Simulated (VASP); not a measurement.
Input of a VASP 6.6.1 run:

INCAR

```
PREC = Accurate
ENCUT = 520
EDIFF = 1E-6
ISMEAR = 0
SIGMA = 0.15
LREAL = F
LASPH = T
NELM = 100
ALGO = Fast
ISIF = 2
LWAVE = F
LCHARG = F
GGA = PE
NBANDS = 66
```

KPOINTS

```
regular mesh
0
Gamma
  15 15 4
```

POSCAR

```
Ge
1.0
    4.0391102337      0.0000000000      0.0000000000
   -2.0195551169      3.4979720711      0.0000000000
    0.0000000000      0.0000000000     13.5136511089
Ge
8
Direct
    0.0000000000      0.0000000000      0.3983391607
    0.0000000000      0.0000000000      0.6016608393
    0.0000000000      0.0000000000      0.8983391607
    0.0000000000      0.0000000000      0.1016608393
    0.3333333333      0.6666666667      0.3442031336
    0.6666666667      0.3333333333      0.6557968664
    0.6666666667      0.3333333333      0.8442031336
    0.3333333333      0.6666666667      0.1557968664
```

Potentials or basis: VASP PAW PBE potentials, release 64 (Ge_d).

The run is started by

```console
$ cat potpaw_PBE.64/Ge_d/POTCAR > POTCAR
$ mpirun -np 1 vasp_std > vasp.out
```

What does it give for the band gap on the k mesh?

Zero (bands 56 and 57 overlap by 0.49 eV).

Estimate the pressure.

0.7 GPa.

Estimate the largest force.

1.473 eV/Å.

Forces in eV/Å, atoms in the order of the input:
```
Ge   0.000  0.000  1.473
Ge   0.000  0.000 -1.473
Ge   0.000  0.000  1.473
Ge   0.000  0.000 -1.473
Ge   0.000  0.000 -0.513
Ge   0.000  0.000  0.513
Ge   0.000  0.000 -0.513
Ge   0.000  0.000  0.513
```

Caveat: the stress differs along the axes, from -3 to 3 GPa; semilocal functionals underestimate gaps, and a narrow one can read as zero; forces of over 1 eV/Å act on the atoms, so gaps and moduli don't describe the material at rest.
